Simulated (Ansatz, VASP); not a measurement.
## Two plane-wave programs on CuO

```xyz
4
Lattice="2.3422 -1.7396 0.0000 2.3422 1.7396 0.0000 -0.7732 0.0000 5.0628" Properties=species:S:1:pos:R:3 pbc="T T T"
Cu    1.1711    0.8698    0.0000
Cu    0.7845   -0.8698    2.5314
O     2.1489   -0.1847    1.2657
O     1.7623    0.1847    3.7971
```

Alike in both runs: task single point; functional PBE; k mesh 7 × 7 × 4; occupations fermi-dirac, width 0.02 eV; collinear spin; Hubbard terms Cu d U = 4.0 eV.

|  | VASP | Ansatz |
| --- | --- | --- |
| version | VASP 6.6.1 | Ansatz 0.2.0 |
| potentials or method | VASP PAW PBE potentials, release 64 (Cu, O), cutoff 520 eV | PAW, plane waves, scalar-relativistic |
| valence electrons in the cell | 34 | 50 |

Ansatz gave:

* pressure (GPa): 8.8
* traceless stress, the component that is largest in VASP (GPa): 3.17
* rms of the force components (eV/Å): 0.115
* net moment per atom (μB): 0.47
* size of the moment on the site where the two differ most (μB): 0.59

Q: What did VASP give for the same quantities?

A: Pressure (GPa): 5.3; traceless stress, the component that is largest in VASP (GPa): 3.28; rms of the force components (eV/Å): 0.115; net moment per atom (μB): 0.49; size of the moment on the site where the two differ most (μB): 0.65.

Site moments also hang on the region over which each program counts them. The programs project onto different local orbitals, so the same U acts differently, and such runs can settle in different states. Atom by atom the forces differ by 0.000 eV/Å (rms over components). VASP's potentials hold 34 valence electrons a cell and Ansatz's 50, so a difference there can come from the potentials and not from the codes. Ansatz's warnings: filled band counts differ across k points, no starting moments.
